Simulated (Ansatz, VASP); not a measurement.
**Cu: VASP beside Ansatz**

```
Cu
1.0
     0.00000    1.81357    1.81357
     1.81357    0.00000    1.81357
     1.81357    1.81357    0.00000
Cu
1
Direct
  0.00000 0.00000 0.00000
```

Alike in both runs: functional PBE; k mesh 10 × 10 × 10; occupations gaussian, width 0.1 eV; no spin polarisation.

Ansatz relaxed the structure, and its values are those at the end. VASP's run is a single point on that final structure, the one shown.

|  | VASP | Ansatz |
| --- | --- | --- |
| version | VASP 6.6.1 | Ansatz 0.2.0 |
| potentials or method | VASP PAW PBE potentials, release 64 (Cu), cutoff 600 eV | scalar-relativistic, plane waves, PAW |
| valence electrons in the cell | 11 | 19 |

|  | VASP | Ansatz | Ansatz less VASP |
| --- | --- | --- | --- |
| gap on the k mesh at the Fermi level (eV) | none | none | - |
| pressure (GPa) | 1.2 | 0.3 | -0.84 |

A gap of «none» marks a metal or a gap that the smearing closes. The functional is the same, so the differences come from potentials, cutoffs and numerics. VASP's potentials hold 11 valence electrons a cell and Ansatz's 19, so a difference there can come from the potentials and not from the codes.
